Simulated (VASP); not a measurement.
A run of VASP 6.6.1:

Contents of INCAR:

```
  PREC = Accurate
  ENCUT = 520
  EDIFF = 1E-6
  ISMEAR = 0
  SIGMA = 0.01
  LREAL = False
  LASPH = True
  NELM = 60
  ALGO = Normal
  ISIF = 2
  LWAVE = False
  LCHARG = False
  NBANDS = 51
```

The input KPOINTS:

```
regular mesh
0
Gamma
  6 6 6
```

Contents of POSCAR:

```
SrTiO3
1.0
   -2.7589050186      2.7589050186      3.9136137928
    2.7589050186     -2.7589050186      3.9136137928
    2.7589050186      2.7589050186     -3.9136137928
Sr Ti O
2 2 6
Direct
    0.7500000000      0.2500000000      0.5000000000
    0.2500000000      0.7500000000      0.5000000000
    0.0000000000      0.0000000000      0.0000000000
    0.5000000000      0.5000000000      0.0000000000
    0.7669008901      0.2669008901      0.0338017802
    0.2669008901      0.2330991099      0.5000000000
    0.7330991099      0.7669008901      0.5000000000
    0.2330991099      0.7330991099      0.9661982198
    0.7500000000      0.7500000000      0.0000000000
    0.2500000000      0.2500000000      0.0000000000
```

Potentials or basis: VASP PAW LDA potentials, release 64 (Sr_sv, Ti_sv, O).

Command:

```bash
$ cat potpaw_LDA.64/Sr_sv/POTCAR potpaw_LDA.64/Ti_sv/POTCAR potpaw_LDA.64/O/POTCAR > POTCAR
$ mpirun -np 1 vasp_std > vasp.out
```

Hardware: 1 thread of Intel(R) Xeon(R) 6975P-C (Granite Rapids) (shared host).

Task: How long does it take, and how much memory?

Result: It took 2.3 min on 1 thread of Intel(R) Xeon(R) 6975P-C (Granite Rapids), on a shared host, peak memory 0.3 GiB. Counts: scf iterations 17, k points 30.
